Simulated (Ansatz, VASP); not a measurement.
## Pb: VASP beside Ansatz

The input INCAR:

```
SYSTEM = Pb
PREC     = Accurate       ! precision mode
ENCUT    = 520            ! plane-wave cutoff, eV
EDIFF    = 1E-6           ! SCF threshold, eV
ISMEAR   = -1             ! smearing method
SIGMA    = 0.1            ! smearing width, eV
LREAL    = .FALSE.        ! projectors in reciprocal space
LASPH    = .TRUE.         ! aspherical terms in the spheres
NELM     = 60             ! most SCF steps
ALGO     = Normal         ! electronic algorithm
ISIF     = 2              ! what is computed and relaxed
LWAVE    = .FALSE.        ! write WAVECAR
LCHARG   = .FALSE.        ! write CHGCAR
GGA      = B5             ! functional
ALDAX    = 1.0          
AGGAX    = 1.0          
AGGAC    = 1.0          
ALDAC    = 0.0          
NBANDS   = 13             ! bands
```

The input KPOINTS:

```
regular mesh
0
G
  17 17 17
  0 0 0
```

POSCAR

```
Pb
1.0
    0.0000000000      2.6892768552      2.6892768552
    2.6892768552      0.0000000000      2.6892768552
    2.6892768552      2.6892768552      0.0000000000
Pb
1
Direct
    0.0000000000      0.0000000000      0.0000000000
```

Input for Ansatz:

```yaml
crystal:
  lattice:
    - [0.0, 2.6892768552, 2.6892768552]
    - [2.6892768552, 0.0, 2.6892768552]
    - [2.6892768552, 2.6892768552, 0.0]
  atoms:
    - { symbol: Pb, position: [0.0, 0.0, 0.0] }
hamiltonian:
  xc: blyp
  pseudopotentials:
    kind: paw
    azcp:
      Pb: "pseudopotentials/Pb.paw.azcp"
basis:
  ecutwfc: 420
  fft_grid_basis: typed
kpoints:
  mp_grid: { grid: [17, 17, 17], shift: [0, 0, 0] }
magnetization:
  spin_polarized: false
scf:
  occupations: { method: fermi_dirac, width: 0.1 }
output:
  stress: true
```

Alike in both runs: task single point; functional BLYP; k mesh 17 × 17 × 17; occupations fermi-dirac, width 0.1 eV; no spin polarisation.

|  | VASP | Ansatz |
| --- | --- | --- |
| version | VASP 6.6.1 | Ansatz 0.2.0 |
| potentials or method | VASP PAW PBE potentials, release 64 (Pb_d), cutoff 520 eV | plane waves (420 eV) with PAW, scalar-relativistic |
| valence electrons in the cell | 14 | 14 |

```tsv
	VASP	Ansatz	Ansatz less VASP
pressure (GPa)	-2.7	-2.7	-0.01
```

VASP's potentials were made for PBE, not for BLYP.

Spin-orbit coupling is off throughout.
